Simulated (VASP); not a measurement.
Set up this calculation in VASP 6.6.1, as the native input.

```yaml
Task: single point
Functional: r2SCAN
Potentials_or_basis: VASP PAW PBE potentials, release 64 (Li_sv, F)
Cutoff: 520 eV
k_mesh: 10 × 10 × 10
Occupations: gaussian, width 0.01 eV
Spin: no spin polarisation
Dipole_correction: no
Further_INCAR_settings: ALGO = Normal; EDIFF = 1e-07; NBANDS = 12
```

Crystal: LiF.

```
Li F
1.0
     1.95500    1.95500    0.00000
    -1.95500    1.95500    0.00000
     0.00000    1.95500    2.01884
Li F
1 1
Cartesian
  0.0000 0.0000 0.0000
  0.0000 1.9550 0.0000
```

This cell differs from its parent crystal: in-plane strain -0.02.

The input as run:

POSCAR

```
LiF
1.0
    1.9550002682      1.9550002682      0.0000000000
   -1.9550002682      1.9550002682      0.0000000000
    0.0000000000      1.9550002682      2.0188370116
Li F
1 1
Direct
    0.0000000000      0.0000000000      0.0000000000
    0.5000000000      0.5000000000      0.0000000000
```

INCAR.step1

```
SYSTEM = LiF
PREC     = Accurate       ! precision mode
ENCUT    = 520            ! plane-wave cutoff, eV
ISMEAR   = 0              ! smearing method
SIGMA    = 0.01           ! smearing width, eV
LREAL    = .False.        ! projectors in reciprocal space
LASPH    = .True.         ! aspherical terms in the spheres
NELM     = 60             ! most SCF steps
NBANDS   = 12             ! bands
GGA      = PE             ! functional
ALGO     = Normal         ! electronic algorithm
EDIFF    = 1E-4           ! SCF threshold, eV
LWAVE    = .True.         ! write WAVECAR
LCHARG   = .False.        ! write CHGCAR
```

INCAR.step2

```
SYSTEM = LiF
PREC     = Accurate       ! precision mode
ENCUT    = 520            ! plane-wave cutoff, eV
EDIFF    = 1E-7           ! SCF threshold, eV
ISMEAR   = 0              ! smearing method
SIGMA    = 0.01           ! smearing width, eV
LREAL    = .False.        ! projectors in reciprocal space
LASPH    = .True.         ! aspherical terms in the spheres
NELM     = 60             ! most SCF steps
ALGO     = Normal         ! electronic algorithm
ISIF     = 2              ! what is computed and relaxed
LWAVE    = .False.        ! write WAVECAR
LCHARG   = .False.        ! write CHGCAR
METAGGA  = R2SCAN         ! meta-GGA
LMIXTAU  = .True.       
NBANDS   = 12             ! bands
ISTART   = 1
```

KPOINTS

```
regular mesh
0
Gamma
  10 10 10
  0 0 0
```

Potentials or basis: VASP PAW PBE potentials, release 64 (Li_sv, F).

The run is started by

```bash
$ cat potpaw_PBE.64/Li_sv/POTCAR potpaw_PBE.64/F/POTCAR > POTCAR
$ cp INCAR.step1 INCAR
$ mpirun -np 1 vasp_std > vasp.out
$ cp INCAR.step2 INCAR
$ mpirun -np 1 vasp_std > vasp.out
```

Results of the run:

```
Band gap on the k mesh : 10.79 eV
```

Caveat: the cell differs from its parent crystal (in-plane strain -0.02).

Run time: 110 s on 1 thread of Intel Xeon 8259CL, with other jobs on the host, peak memory 0.15 GiB.
